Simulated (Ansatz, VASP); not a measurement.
# HfO2 in VASP and in Ansatz

File INCAR:

```
SYSTEM = HfO2
ALGO     = Normal         ! electronic algorithm
EDIFF    = 1E-7           ! SCF threshold, eV
EDIFFG   = -0.05          ! ionic threshold
ENCUT    = 600            ! plane-wave cutoff, eV
GGA      = PE             ! functional
IBRION   = 2              ! ionic algorithm
ISIF     = 3              ! what is computed and relaxed
ISMEAR   = 0              ! smearing method
LASPH    = .TRUE.         ! aspherical terms in the spheres
LCHARG   = .FALSE.        ! write CHGCAR
LREAL    = .FALSE.        ! projectors in reciprocal space
LWAVE    = .FALSE.        ! write WAVECAR
NELM     = 80             ! most SCF steps
NSW      = 80             ! ionic steps
PREC     = Accurate       ! precision mode
SIGMA    = 0.1            ! smearing width, eV
```

Contents of KPOINTS:

```
k-points
0
G
  8 8 8
  0 0 0
```

The input POSCAR:

```
HfO2
1.0
   -1.9711689463      1.9711689463      5.0467247190
    1.9711689463     -1.9711689463      5.0467247190
    1.9711689463      1.9711689463     -5.0467247190
Hf O
2 4
Direct
    0.0000000000      0.0000000000      0.0000000000
    0.7500000000      0.2500000000      0.5000000000
    0.9552981756      0.4552981756      0.5000000000
    0.2052981756      0.2052981756      0.0000000000
    0.5447018244      0.0447018244      0.5000000000
    0.7947018244      0.7947018244      0.0000000000
```

Input for Ansatz:

```yaml
crystal:
  lattice:
    - [-1.971168931, 1.971168931, 5.0467248657]
    - [1.971168931, -1.971168931, 5.0467248657]
    - [1.971168931, 1.971168931, -5.0467248657]
  atoms:
    - { symbol: Hf, position: [0.0, 0.0, 0.0] }
    - { symbol: Hf, position: [0.75, 0.25, 0.5] }
    - { symbol: O, position: [0.9552981743, 0.4552981743, 0.5] }
    - { symbol: O, position: [0.2052981743, 0.2052981743, 0.0] }
    - { symbol: O, position: [0.5447018257, 0.0447018257, 0.5] }
    - { symbol: O, position: [0.7947018257, 0.7947018257, 0.0] }
basis:
  ecutwfc: 420
kpoints:
  mp_grid: { grid: [8, 8, 8] }
hamiltonian:
  xc: pbe
scf:
  occupations: { method: gaussian, width: 0.1 }
output:
  forces: true
  stress: true
  eigenvalues: true
relax:
  adjacent_minimum: "off"
  f_tol: 0.05
  max_steps: 60
  cell: { stress_tol: 0.5 }
```

Alike in both runs: task relaxation of cell and atoms; functional PBE; k mesh 8 × 8 × 8; occupations gaussian, width 0.1 eV; no spin polarisation.

|  | VASP | Ansatz |
| --- | --- | --- |
| version | VASP 6.6.1 | Ansatz 0.2.0 |
| potentials or method | VASP PAW PBE potentials, release 64 (Hf_pv, O), cutoff 600 eV | scalar-relativistic, plane waves, PAW |
| valence electrons in the cell | 44 | 76 |

```tsv
	VASP	Ansatz	Ansatz less VASP
gap on the k mesh at the Fermi level, each at its own relaxed structure (eV)	4.45	4.42	-0.032
relaxed volume (Å³/atom)	14.09	14.33	+0.235
relaxed length of the cell vector where the two differ most in proportion (Å)	5.995	6.031	+0.0356
```

VASP's potentials hold 44 valence electrons a cell and Ansatz's 76, so a difference there can come from the potentials and not from the codes.

Spin-orbit coupling is off throughout.
